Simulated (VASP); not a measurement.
# TaSiO4: single point with PBE

TaSiO4:

```
Ta Si O
1.0
     3.66608    0.00000    0.00000
    -1.83304    3.17492    0.00000
     0.00000    0.00000    7.25574
Ta Si O
1 1 4
Cartesian
  0.0000 0.0000 0.0000
  0.0000 0.0000 3.6279
  0.0000 2.1166 0.0000
  1.8330 1.0583 0.0000
  0.0000 0.0000 2.0545
  0.0000 0.0000 5.2012
```

```json
{
 "Program": "VASP 6.6.1",
 "Task": "single point",
 "Functional": "PBE",
 "Potentials or basis": "VASP PAW PBE potentials, release 64 (Ta_sv_GW, Si, O)",
 "Cutoff": "600 eV",
 "k mesh": "12 × 12 × 6",
 "Occupations": "gaussian, width 0.1 eV",
 "Spin": "no spin polarisation",
 "Dipole correction": "no",
 "Second run": "valence_matched",
 "Further INCAR settings": "ALGO = Normal; EDIFF = 1e-06; NBANDS = 30"
}
```

- Pressure: -0.1 GPa
- Largest force: 0.115 eV/Å

Forces on the atoms (eV/Å):
```
Ta   0.000  0.000  0.000
Si   0.000  0.000  0.000
O    0.000  0.000  0.000
O    0.000  0.000  0.000
O    0.000  0.000 -0.115
O    0.000  0.000  0.115
```

Stress tensor (GPa, compression positive):
```
-0.21  0.00  0.00
 0.00 -0.21  0.00
 0.00  0.00  0.27
```

Levels at points of the mesh, in eV from the Fermi level:
```tsv
k point	band 19	band 20	band 21	band 22	band 23	band 24
(0.00, 0.00, 0.00)	-0.38	-0.04	-0.04	2.60	2.60	5.38
(0.50, 0.00, 0.00)	-1.64	-0.78	0.10	1.11	2.29	4.25
(0.00, 0.00, 0.50)	-0.38	-0.02	-0.02	2.21	2.21	5.48
(0.50, 0.00, 0.50)	-1.68	-0.76	0.81	1.10	1.73	4.35
```

Wall time 6 min on 1 thread of Intel(R) Xeon(R) Platinum 8488C (Sapphire Rapids), on a shared host, peak memory 0.38 GiB.

Caveat: spin-orbit coupling is left out, which moves the levels of the heavy elements; an odd number of electrons without spin polarisation forces a metal; a magnetic or distorted state may lie lower.
